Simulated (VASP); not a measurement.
Wanted: the native input for a VASP 6.6.1 run.

```yaml
Task: electric field gradients
Functional: PBE
Potentials_or_basis: VASP PAW PBE potentials, release 64 (In_d, Sb)
Cutoff: 400 eV
k_mesh: 10 × 10 × 10
Occupations: fermi-dirac, width 0.03 eV
Spin: no spin polarisation
Dipole_correction: no
Further_INCAR_settings: ALGO = Normal; EDIFF = 1e-08; NBANDS = 16
```

The structure of InSb lies in POSCAR:

```
InSb
1.0
    0.0000000000      3.1419270000      3.2391000000
    3.1419270000      0.0000000000      3.2391000000
    3.1419270000      3.1419270000      0.0000000000
In Sb
1 1
Direct
    0.0000000000      0.0000000000      0.0000000000
    0.7500000000      0.7500000000      0.7500000000
```

This cell differs from its parent crystal: equal xx and yy strain of -3 %.

These files were run (other wordings do the same):

INCAR

```
ALGO = Normal
EDIFF = 1E-8
ENCUT = 400
GGA = PE
GGA_COMPAT = False
ISIF = 2
ISMEAR = -1
LASPH = True
LCHARG = False
LEFG = True
LREAL = False
LWAVE = False
NBANDS = 16
NELM = 120
PREC = Accurate
SIGMA = 0.03
```

KPOINTS

```
k-points
0
Gamma
  10 10 10
```

Potentials or basis: VASP PAW PBE potentials, release 64 (In_d, Sb).

The run is started by

```console
$ cat potpaw_PBE.64/In_d/POTCAR potpaw_PBE.64/Sb/POTCAR > POTCAR
$ mpirun -np 1 vasp_std > vasp.out
```

It gave:

- Pressure: 6.7 GPa
- Band gap on the k mesh: 0.11 eV, direct

Caveat: the cell differs from its parent crystal (equal xx and yy strain of -3 %); without QUAD_EFG the Cq values of the log hold for a quadrupole moment of 1 mb, not for the nuclei; spin-orbit coupling is left out, which moves the levels of the heavy elements.

It took 100 s on 1 thread of Intel Xeon 8259CL, with other jobs on the host, peak memory 0.22 GiB.
